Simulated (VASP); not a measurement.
**WC (NiAs type): single point with PBE**

Crystal: WC (NiAs type).

```xyz
4
Lattice="2.5822 0.0000 0.0000 -1.2911 2.2363 0.0000 0.0000 0.0000 5.2865" Properties=species:S:1:pos:R:3 pbc="T T T"
W     0.0000    0.0000    0.0000
W     0.0000    0.0000    2.6433
C     0.0000    1.4909    1.3216
C     1.2911    0.7454    3.9649
```

This cell differs from its parent crystal: volume scaled by 0.72.

| Property | Result |
| --- | --- |
| Program | VASP 6.6.1 |
| Task | single point |
| Functional | PBE |
| Potentials or basis | VASP PAW PBE potentials, release 64 (W_sv, C) |
| Cutoff | 520 eV |
| k mesh | 10 × 10 × 6 |
| Occupations | fermi-dirac, width 0.05 eV |
| Spin | no spin polarisation |
| Dipole correction | no |
| Further INCAR settings | ALGO = Normal; EDIFF = 1e-07; NBANDS = 26 |

| Quantity | Value |
| --- | --- |
| Pressure | 248.8 GPa |
| Band gap on the k mesh | zero (band 18 reaches 16.77 eV, above the bottom of band 19 at 15.79 eV) |

Stress tensor (GPa, compression positive):
```
248.91   0.00   0.00
  0.00 248.91   0.00
  0.00   0.00 248.46
```

Levels at points of the mesh, in eV from the Fermi level:
| k point | band 15 | band 16 | band 17 | band 18 | band 19 | band 20 | band 21 | band 22 |
| --- | --- | --- | --- | --- | --- | --- | --- | --- |
| (0.00, 0.00, 0.00) | -1.24 | -1.24 | -1.06 | 0.16 | 0.16 | 1.34 | 1.34 | 4.45 |
| (0.50, 0.00, 0.00) | -4.34 | -3.47 | -1.58 | 0.02 | 3.09 | 6.62 | 7.27 | 7.43 |
| (0.00, 0.00, 0.50) | -3.77 | -3.77 | 0.27 | 0.27 | 1.33 | 1.33 | 1.33 | 1.33 |
| (0.50, 0.00, 0.50) | -3.90 | -3.90 | -2.12 | -2.12 | 6.06 | 6.06 | 6.87 | 6.87 |

It took 18 s on 1 thread of Intel(R) Xeon(R) 6975P-C (Granite Rapids) (shared host), peak memory 0.16 GiB.

Caveat: spin-orbit coupling is left out, which moves the levels of the heavy elements.
